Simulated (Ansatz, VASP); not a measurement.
# Se in VASP and in Ansatz

```
CELL_PARAMETERS angstrom
3.94094 0.00000 0.00000
-1.97047 3.41295 0.00000
0.00000 0.00000 5.46411
ATOMIC_POSITIONS crystal
Se 0.23198 0.00000 0.33333
Se 0.00000 0.23198 0.66667
Se 0.76802 0.76802 0.00000
```

Alike in both runs: task single point; functional PBE; dispersion D3(BJ); k mesh 9 × 9 × 8; occupations gaussian, width 0.05 eV; no spin polarisation.

```csv
,VASP,Ansatz
version,VASP 6.6.1,Ansatz 0.2.0
potentials or method,"VASP PAW PBE potentials, release 64 (Se), cutoff 520 eV","scalar-relativistic, plane waves, PAW"
valence electrons in the cell,18,48
```

```tsv
	VASP	Ansatz	Ansatz less VASP
gap on the k mesh at the Fermi level (eV)	none	none	-
pressure (GPa)	0.7	0.6	-0.11
traceless stress, the component that is largest in VASP (GPa)	-2.43	-2.50	-0.078
rms of the force components (eV/Å)	0.330	0.317	-0.0127
```

Atom by atom the forces differ by 0.013 eV/Å (rms over components). A gap of «none» marks a metal or a gap that the smearing closes. VASP's potentials hold 18 valence electrons a cell and Ansatz's 48, so a difference there can come from the potentials and not from the codes.
